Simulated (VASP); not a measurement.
Set up this calculation in VASP 6.6.1, as the native input.

```yaml
Task: single point
Functional: PBE
Potentials_or_basis: VASP PAW PBE potentials, release 64 (Si)
Cutoff: 520 eV
k_mesh: 1 × 1 × 1
Occupations: gaussian, width 0.02 eV
Spin: no spin polarisation
Dipole_correction: no
Further_INCAR_settings: LREAL = Auto; ALGO = Normal; EDIFF = 1e-07; NBANDS = 186
```

The structure of Si lies in POSCAR:

```
Si
1.0
    5.7769209523    -10.0059206006      0.0000000000
  -11.5538419045     -0.0000000001      0.0000000000
    0.0000000000      0.0000000000    -12.7300454549
Si
72
Direct
    0.4444444444      0.5555555556      0.4685345299
    0.4444444444      0.5555555556      0.9685345299
    0.1111111111      0.5555555556      0.4685345299
    0.1111111111      0.5555555556      0.9685345299
    0.7777777778      0.5555555556      0.4685345299
    0.7777777778      0.5555555556      0.9685345299
    0.4444444444      0.2222222222      0.4685345299
    0.4444444444      0.2222222222      0.9685345299
    0.1111111111      0.2222222222      0.4685345299
    0.1111111111      0.2222222222      0.9685345299
    0.7777777778      0.2222222222      0.4685345299
    0.7777777778      0.2222222222      0.9685345299
    0.4444444444      0.8888888889      0.4685345299
    0.4444444444      0.8888888889      0.9685345299
    0.1111111111      0.8888888889      0.4685345299
    0.1111111111      0.8888888889      0.9685345299
    0.7777777778      0.8888888889      0.4685345299
    0.7777777778      0.8888888889      0.9685345299
    0.5555555556      0.4444444444      0.2185345299
    0.5555555556      0.4444444444      0.7185345299
    0.2222222222      0.4444444444      0.2185345299
    0.2222222222      0.4444444444      0.7185345299
    0.8888888889      0.4444444444      0.2185345299
    0.8888888889      0.4444444444      0.7185345299
    0.5555555556      0.1111111111      0.2185345299
    0.5555555556      0.1111111111      0.7185345299
    0.2222222222      0.1111111111      0.2185345299
    0.2222222222      0.1111111111      0.7185345299
    0.8888888889      0.1111111111      0.2185345299
    0.8888888889      0.1111111111      0.7185345299
    0.5555555556      0.7777777778      0.2185345299
    0.5555555556      0.7777777778      0.7185345299
    0.2222222222      0.7777777778      0.2185345299
    0.2222222222      0.7777777778      0.7185345299
    0.8888888889      0.7777777778      0.2185345299
    0.8888888889      0.7777777778      0.7185345299
    0.4444444444      0.5555555556      0.2814654701
    0.4444444444      0.5555555556      0.7814654701
    0.1111111111      0.5555555556      0.2814654701
    0.1111111111      0.5555555556      0.7814654701
    0.7777777778      0.5555555556      0.2814654701
    0.7777777778      0.5555555556      0.7814654701
    0.4444444444      0.2222222222      0.2814654701
    0.4444444444      0.2222222222      0.7814654701
    0.1111111111      0.2222222222      0.2814654701
    0.1111111111      0.2222222222      0.7814654701
    0.7777777778      0.2222222222      0.2814654701
    0.7777777778      0.2222222222      0.7814654701
    0.4444444444      0.8888888889      0.2814654701
    0.4444444444      0.8888888889      0.7814654701
    0.1111111111      0.8888888889      0.2814654701
    0.1111111111      0.8888888889      0.7814654701
    0.7777777778      0.8888888889      0.2814654701
    0.7777777778      0.8888888889      0.7814654701
    0.5555555556      0.4444444444      0.0314654701
    0.5555555556      0.4444444444      0.5314654701
    0.2222222222      0.4444444444      0.0314654701
    0.2222222222      0.4444444444      0.5314654701
    0.8888888889      0.4444444444      0.0314654701
    0.8888888889      0.4444444444      0.5314654701
    0.5555555556      0.1111111111      0.0314654701
    0.5555555556      0.1111111111      0.5314654701
    0.2222222222      0.1111111111      0.0314654701
    0.2222222222      0.1111111111      0.5314654701
    0.8888888889      0.1111111111      0.0314654701
    0.8888888889      0.1111111111      0.5314654701
    0.5555555556      0.7777777778      0.0314654701
    0.5555555556      0.7777777778      0.5314654701
    0.2222222222      0.7777777778      0.0314654701
    0.2222222222      0.7777777778      0.5314654701
    0.8888888889      0.7777777778      0.0314654701
    0.8888888889      0.7777777778      0.5314654701
```

This isn't the form of Si at room conditions, which is diamond.

The input as run:

INCAR

```
SYSTEM = Si
  PREC = Accurate
  ENCUT = 520
  EDIFF = 1E-7
  ISMEAR = 0
  SIGMA = 0.02
  LREAL = Auto
  LASPH = .TRUE.
  NELM = 100
  ALGO = Normal
  ISIF = 2
  LWAVE = .FALSE.
  LCHARG = .FALSE.
  GGA = PE
  NBANDS = 186
```

KPOINTS

```
Automatic mesh
0
G
  1 1 1
  0 0 0
```

Potentials or basis: VASP PAW PBE potentials, release 64 (Si).

Command:

```console
$ cat potpaw_PBE.64/Si/POTCAR > POTCAR
$ mpirun -np 1 vasp_gam > vasp.out
```

Results of the run:

```json
{
  "Pressure": "1.0 GPa",
  "Largest force": "0.096 eV/Å",
  "Band gap on the k mesh": "0.74 eV"
}
```

Caveat: the k points lie up to 0.63 Å⁻¹ apart; semilocal functionals underestimate gaps, and a narrow one can read as zero.

Wall time 9 min on 1 thread of Intel(R) Xeon(R) Platinum 8375C CPU @ 2.90GHz (Ice Lake), on a shared host, peak memory 1.3 GiB.
